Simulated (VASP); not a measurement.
SrAg2, 6 atoms in the cell. Symmetry: Imma, No. 74, orthorhombic system. The conventional cell has a = 4.804 Å, b = 7.689 Å, c = 8.240 Å, α = 90.00°, β = 90.00°, γ = 90.00°. Sr (site symmetry mm2) has 12 Ag at 3.31 to 3.49 Å and 4 Sr at 3.91 to 4.15 Å within 4.4 Å. Ag (site symmetry m) has 4 Ag at 2.79 to 3.01 Å and 6 Sr at 3.31 to 3.49 Å within 3.7 Å. 

* Program: VASP 6.6.1
* Task: single point
* Functional: r2SCAN
* Potentials or basis: VASP PAW PBE potentials, release 64 (Sr_sv, Ag)
* Cutoff: 520 eV
* k mesh: 4 × 4 × 4
* Occupations: gaussian, width 0.0859 eV
* Spin: no spin polarisation
* Dipole correction: no
* Further INCAR settings: ALGO = Normal; EDIFF = 1e-06; NBANDS = 41

Potentials or basis: VASP PAW PBE potentials, release 64 (Sr_sv, Ag).

Command:

```sh
$ cat potpaw_PBE.64/Sr_sv/POTCAR potpaw_PBE.64/Ag/POTCAR > POTCAR
$ cp INCAR.step1 INCAR
$ mpirun -np 1 vasp_std > vasp.out
$ cp INCAR.step2 INCAR
$ mpirun -np 1 vasp_std > vasp.out
```

Hardware: 1 thread of Intel Xeon 8259CL, on a shared host.

Question: Estimate the wall time of this run.

Answer: Wall time 11 min on 1 thread of Intel Xeon 8259CL, on a shared host, peak memory 0.36 GiB. Counts: k points 18.
